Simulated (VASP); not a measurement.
# P (Pbcm) in VASP: a series of runs

P is run at these levels: PBEsol; tasks: single point.

Program: VASP 6.6.1. These are calculated values, not measurements. Logs are shortened: lines on timing, memory, paths and dates and some standing lists are left out, and cuts for length are marked.

## (1) The cell of the first run

It takes space group Pbcm (No. 57, orthorhombic). Conventional cell: a = 11.041 Å, b = 4.197 Å, c = 3.317 Å, α = 90.00°, β = 90.00°, γ = 90.00°. Within 2.9 Å of P (site symmetry m) lie 3 P at 2.23 to 2.25 Å. Within 2.9 Å of P (site symmetry m) lie 3 P at 2.23 to 2.25 Å.

## (2) Single point, PBEsol (the distance across one plane changed)

INCAR reads:

```
ALGO     = Normal         # electronic algorithm
EDIFF    = 1E-6           # SCF threshold, eV
ENCUT    = 520            # plane-wave cutoff, eV
GGA      = PS             # functional
ISIF     = 2              # what is computed and relaxed
ISMEAR   = 0              # smearing method
LASPH    = True           # aspherical terms in the spheres
LCHARG   = False          # write CHGCAR
LREAL    = False          # projectors in reciprocal space
LWAVE    = False          # write WAVECAR
NBANDS   = 30             # bands
NELM     = 100            # most SCF steps
PREC     = Accurate       # precision mode
SIGMA    = 0.15           # smearing width, eV
```

KPOINTS reads:

```
k-points
0
Gamma
  14 11 5
```

POSCAR reads:

```
P
1.0
   -3.3174145446      0.0000000000      0.0000000000
    0.0000000000      0.0000000000     -4.1971724467
    0.0000000000    -11.0407124513      0.0000000000
P
8
Direct
    0.0000000000      0.0728740689      0.7971828256
    0.5000000000      0.0728740689      0.3311480250
    1.0000000000      0.4271259311      0.3311480250
    0.5000000000      0.4271259311      0.7971828256
    0.0000000000      0.9271259311      0.6009215762
    0.5000000000      0.9271259311      0.1348867756
    1.0000000000      0.5728740689      0.1348867756
    0.5000000000      0.5728740689      0.6009215762
```

Potentials or basis: VASP PAW PBE potentials, release 64 (P).

The run is started by

```
> cat potpaw_PBE.64/P/POTCAR > POTCAR
> mpirun -np 1 vasp_std > vasp.out
```

OUTCAR:

```text
EDIFF = 1E-6
   ENCUT = 520
   GGA = PS
   ISIF = 2
   ISMEAR = 0
   LASPH = True
   LREAL = False
   NELM = 100
   PREC = Accurate

 ion  position               nearest neighbor table
   1  0.000  0.073  0.797-   4 2.23   4 2.23   5 2.25
   2  0.500  0.073  0.331-   3 2.23   3 2.23   6 2.25
   3  0.000  0.427  0.331-   2 2.23   2 2.23   7 2.25
   4  0.500  0.427  0.797-   1 2.23   1 2.23   8 2.25
   5  0.000  0.927  0.601-   8 2.23   8 2.23   1 2.25
   6  0.500  0.927  0.135-   7 2.23   7 2.23   2 2.25
   7  0.000  0.573  0.135-   6 2.23   6 2.23   3 2.25
   8  0.500  0.573  0.601-   5 2.23   5 2.23   4 2.25

  LATTYP: Found a simple orthorhombic cell.
 ALAT       =     3.3174145446
 B/A-ratio  =     1.2651938400
 C/A-ratio  =     3.3281075678

  Lattice vectors:

 A1 = (  -3.3174145446,   0.0000000000,   0.0000000000)
 A2 = (   0.0000000000,   0.0000000000,  -4.1971724467)
 A3 = (   0.0000000000, -11.0407124513,   0.0000000000)

Analysis of symmetry for initial positions (statically):
=====================================================================
 Subroutine PRICEL returns:
 Original cell was already a primitive cell.

 Routine SETGRP: Setting up the symmetry group for a
 simple orthorhombic supercell.

 Subroutine GETGRP returns: Found  8 space group operations
 (whereof  2 operations were pure point group operations)
 out of a pool of  8 trial point group operations.

The static configuration has the point symmetry C_1h.
 The point group associated with its full space group is D_2h.

Analysis of symmetry for dynamics (positions and initial velocities):
=====================================================================
 Subroutine PRICEL returns:
 Original cell was already a primitive cell.

 Routine SETGRP: Setting up the symmetry group for a
 simple orthorhombic supercell.

 Subroutine GETGRP returns: Found  8 space group operations
 (whereof  2 operations were pure point group operations)
 out of a pool of  8 trial point group operations.

The dynamic configuration has the point symmetry C_1h.
 The point group associated with its full space group is D_2h.

 Subroutine INISYM returns: Found  8 space group operations
[... 108 lines left out ...]
   NELM   =    100;   NELMIN=  2; NELMDL= -5     # of ELM steps
   EDIFF  = 0.1E-05   stopping-criterion for ELM
   LREAL  =      F    real-space projection
   EDIFFG = 0.1E-04   stopping-criterion for IOM
   NSW    =      0    number of steps for IOM
   IBRION =     -1    ionic relax: 0-MD 1-quasi-New 2-CG
   NFREE  =      0    steps in history (QN), initial steepest desc. (CG)
   ISIF   =      2    stress and relaxation
   ISYM   =      2    0-nonsym 1-usesym 2-fastsym
   POTIM  = 0.5000    time-step for ionic-motion
   TEBEG  =    0.0;   TEEND  =   0.0 temperature during run
   PSTRESS=    0.0 pullay stress
   NELECT =      40.0000    total number of electrons
   NUPDOWN=      -1.0000    fix difference up-down
   EMIN   =  10.00;   EMAX   =-10.00  energy-range for DOS
   EFERMI =   0.00;   METHOD = LEGACY
   ISMEAR =     0;   SIGMA  =   0.15  broadening in eV -4-tet -1-fermi 0-gaus
   EFERMI_NEDOS =   21; number of points for ismear=-14 and -15
   IALGO  =     38    algorithm
   IMIX   =      4    mixing-type and parameters
     AMIX     =   0.40;   BMIX     =  1.00
     AMIX_MAG =   1.60;   BMIX_MAG =  1.00
  volume/ion in A,a.u.               =      19.22       129.68
  Fermi-wavevector in a.u.,A,eV,Ry     =   1.045146  1.975039 14.862053  1.092330
  Thomas-Fermi vector in A             =   2.179929
   LORBIT       =      0    0 simple, 1 ext, 2 COOP (PROOUT), +10 PAW based schemes
   GGA     = PS    functional components
   LHFCALC =     F    Hartree Fock is set to
   AEXX    =    0.0000 exact exchange contribution
   IVDW    =     0    specifies the selected vdW correction
   LEPSILON=     F    determine dielectric tensor
   LRPA    =     F    only Hartree local field effects (RPA)
 non-spin polarized calculation
 Gauss-broadening in eV      SIGMA  =   0.15
  energy-cutoff  :      520.00
  volume of cell :      153.73
 maximum number of plane-waves:      4174
 NGX is ok and might be reduce to    28
   NGX = 13   NGY = 15   NGZ = 41

 number of electron      39.9999996 magnetization

 Free energy of the ion-electron system (eV)
  ---------------------------------------------------
  ext. energy  EPLUGINS =         0.00000000
  ---------------------------------------------------
  free energy    TOTEN  =       -45.98995320 eV

  energy without entropy =      -45.98665645  energy(sigma->0) =      -45.98830483

 E-fermi :   6.3169     XC(G=0):  -9.8953

 val. band max:        6.2863706990   @ k =   0.0714   0.0000   0.4000
 cond. band min:       6.3212687165   @ k =   0.0000   0.0000   0.4000
 fundamental gap:      0.0348980175
 Fermi energy:         6.3169401475

 k-point     1 :       0.0000    0.0000    0.0000
  band No.  band energies     occupation
      1      -9.5140      2.00000
      2      -9.3109      2.00000
      3      -6.9312      2.00000
      4      -6.4134      2.00000
      5      -2.7488      2.00000
      6      -2.6459      2.00000
[... 781 lines left out ...]
     29       9.5038      0.00000
     30       9.5039      0.00000

 [... further k-points ...]

------------------------ aborting loop because EDIFF is reached ----------------------------------------

  FORCE on cell =-STRESS in cart. coord.  units (eV):
  Direction    XX          YY          ZZ          XY          YZ          ZX
  --------------------------------------------------------------------------------------
  -------------------------------------------------------------------------------------
  Total       -0.1800498     -1.2950163      0.0966597      0.0000000      0.0000000      0.0000000
  in kB       -1.8765044    -13.4968415      1.0074007      0.0000000      0.0000000      0.0000000
  external PRESSURE =      -4.7886484 kB  Pullay stress =       0.0000000 kB

 VOLUME and BASIS-vectors are now :
 -----------------------------------------------------------------------------
  energy-cutoff  :      520.00
  volume of cell :      153.73
      direct lattice vectors                 reciprocal lattice vectors
    -3.317414545  0.000000000  0.000000000    -0.301439566  0.000000000  0.000000000
     0.000000000  0.000000000 -4.197172447     0.000000000  0.000000000 -0.238255638
     0.000000000-11.040712451  0.000000000     0.000000000 -0.090573865  0.000000000

 POSITION                                       TOTAL-FORCE (eV/Angst)
 -----------------------------------------------------------------------------------
      0.00000     -8.80147     -0.30587         0.000000     -0.018856     -0.108845
     -1.65871     -3.65611     -0.30587        -0.000000      0.056732     -0.037538
      0.00000     -3.65611     -1.79272        -0.000000      0.056732      0.037538
     -1.65871     -8.80147     -1.79272        -0.000000     -0.018856      0.108845
      0.00000     -6.63460     -3.89131        -0.000000     -0.056732      0.037538
     -1.65871     -1.48925     -3.89131        -0.000000      0.018856      0.108845
      0.00000     -1.48925     -2.40445         0.000000      0.018856     -0.108845
     -1.65871     -6.63460     -2.40445         0.000000     -0.056732     -0.037538
 -----------------------------------------------------------------------------------
    total drift:                                0.000000      0.000012      0.000000

  FREE ENERGIE OF THE ION-ELECTRON SYSTEM (eV)
  ---------------------------------------------------
  free  energy   TOTEN  =       -45.9899531968 eV

  energy  without entropy=      -45.9866564533  energy(sigma->0) =      -45.98830483
```

OSZICAR:

```text
N       E                     dE             d eps       ncg     rms          rms(c)
DAV:   1     0.145681206197E+03    0.14568E+03   -0.16807E+04  8640   0.114E+03
DAV:   2    -0.346611608560E+02   -0.18034E+03   -0.17336E+03 10870   0.188E+02
DAV:   3    -0.461334566445E+02   -0.11472E+02   -0.11320E+02 11090   0.471E+01
DAV:   4    -0.463583962589E+02   -0.22494E+00   -0.22397E+00 11592   0.740E+00
DAV:   5    -0.463630398138E+02   -0.46436E-02   -0.46415E-02 11152   0.107E+00    0.142E+01
DAV:   6    -0.461018079249E+02    0.26123E+00   -0.13974E-01 10552   0.160E+00    0.830E+00
DAV:   7    -0.459904329024E+02    0.11138E+00   -0.24327E-01 10714   0.210E+00    0.353E-01
DAV:   8    -0.459899722520E+02    0.46065E-03   -0.28784E-02 10250   0.769E-01    0.275E-01
DAV:   9    -0.459900379543E+02   -0.65702E-04   -0.90431E-04 11558   0.147E-01    0.158E-01
DAV:  10    -0.459899436655E+02    0.94289E-04   -0.62179E-04 10718   0.105E-01    0.910E-02
DAV:  11    -0.459899527621E+02   -0.90966E-05   -0.96258E-05 10548   0.484E-02    0.300E-02
DAV:  12    -0.459899531968E+02   -0.43467E-06   -0.25008E-06  9618   0.770E-03
   1 F= -.45989953E+02 E0= -.45988305E+02  d E =-.329674E-02
```

stdout:

```text
POSCAR found type information on POSCAR P
 POSCAR found :  1 types and       8 ions
 scaLAPACK will be used
 -----------------------------------------------------------------------------
|                                                                             |
|                                                                             |
|     You enforced a specific xc type in the INCAR file but a different       |
|     I HOPE YOU KNOW WHAT YOU ARE DOING!                                     |
|                                                                             |
 -----------------------------------------------------------------------------

 LDA part: xc-table for (Slater+PW92), standard interpolation
 POSCAR, INCAR and KPOINTS ok, starting setup
 FFT: planning ... GRIDC
 FFT: planning ... GRID_SOFT
 FFT: planning ... GRID
 WAVECAR not read
 entering main loop
```

Run time: 15 min. Hardware: 1 thread of Intel Xeon 8259CL, shared host; peak memory 0.56 GiB.

What came out:

| Item | Value |
| --- | --- |
| Free energy | -45.9900 eV |
| Pressure | -0.5 GPa |
| Largest force | 0.110 eV/Å |
| Band gap on the k mesh | zero (bands 20 and 21 overlap by 0.10 eV) |

Forces in eV/Å, atoms in the order of the input:
```
P    0.000 -0.019 -0.109
P    0.000  0.057 -0.038
P    0.000  0.057  0.038
P    0.000 -0.019  0.109
P    0.000 -0.057  0.038
P    0.000  0.019  0.109
P    0.000  0.019 -0.109
P    0.000 -0.057 -0.038
```

Caveat: the cell differs from its parent crystal (the distance across one plane changed); the PAW data sets were made with another functional, which shifts forces and pressure a little; this functional lacks dispersion, which binds layers or chains, so the pressure and a relaxed spacing across them are unreliable.

## (3) Single point, PBEsol (the distance across one plane changed)

INCAR, as its differences from that of step 2:

```diff
@@ -6,6 +6,6 @@
 ISMEAR   = 0              # smearing method
-LASPH    = True           # aspherical terms in the spheres
-LCHARG   = False          # write CHGCAR
-LREAL    = False          # projectors in reciprocal space
-LWAVE    = False          # write WAVECAR
+LASPH    = T              # aspherical terms in the spheres
+LCHARG   = F              # write CHGCAR
+LREAL    = F              # projectors in reciprocal space
+LWAVE    = F              # write WAVECAR
 NBANDS   = 30             # bands
```

KPOINTS is that of step 2.

POSCAR reads:

```
P
1.0
   -3.3174145446      0.0000000000      0.0000000000
    0.0000000000      0.0000000000     -4.1971724467
    0.0000000000    -11.2907124513      0.0000000000
P
8
Direct
    0.0000000000      0.0728740689      0.7795315297
    0.5000000000      0.0728740689      0.3238157148
    1.0000000000      0.4271259311      0.3238157148
    0.5000000000      0.4271259311      0.7795315297
    0.0000000000      0.9271259311      0.5876159151
    0.5000000000      0.9271259311      0.1319001001
    1.0000000000      0.5728740689      0.1319001001
    0.5000000000      0.5728740689      0.5876159151
```

Potentials or basis: VASP PAW PBE potentials, release 64 (P).

The run is started by

```
> cat potpaw_PBE.64/P/POTCAR > POTCAR
> mpirun -np 1 vasp_std > vasp.out
```

It took 18 min on 1 thread of Intel Xeon 8259CL, shared host; peak memory 0.56 GiB.

Results (log left out):

- Free energy: -45.9519 eV
- Pressure: -0.4 GPa
- Largest force: 0.122 eV/Å
- Band gap on the k mesh: zero (bands 20 and 21 overlap by 0.16 eV)

Forces in eV/Å, atoms in the order of the input:
```
P    0.000  0.006 -0.122
P    0.000  0.061 -0.039
P    0.000  0.061  0.039
P    0.000  0.006  0.122
P    0.000 -0.061  0.039
P    0.000 -0.006  0.122
P    0.000 -0.006 -0.122
P    0.000 -0.061 -0.039
```

Stress tensor (GPa, compression positive):
```
-0.16  0.00  0.00
 0.00 -1.28  0.00
 0.00  0.00  0.14
```

Levels at points of the mesh, in eV from the Fermi level:
```csv
k point,band 16,band 17,band 18,band 19,band 20,band 21,band 22,band 23,band 24,band 25
"(0.00, 0.00, 0.00)",-2.40,-2.18,-2.15,-0.90,-0.42,0.25,0.74,1.03,1.12,2.14
"(0.50, 0.00, 0.00)",-3.13,-2.81,-2.81,-2.22,-2.22,0.77,0.77,0.98,0.98,1.08
```

Caveat: the cell differs from its parent crystal (the distance across one plane changed); the PAW data sets were made with another functional, which shifts forces and pressure a little; this functional lacks dispersion, which binds layers or chains, so the pressure and a relaxed spacing across them are unreliable.

The gap in the log of VASP goes by the Fermi energy; the results here count the filled bands.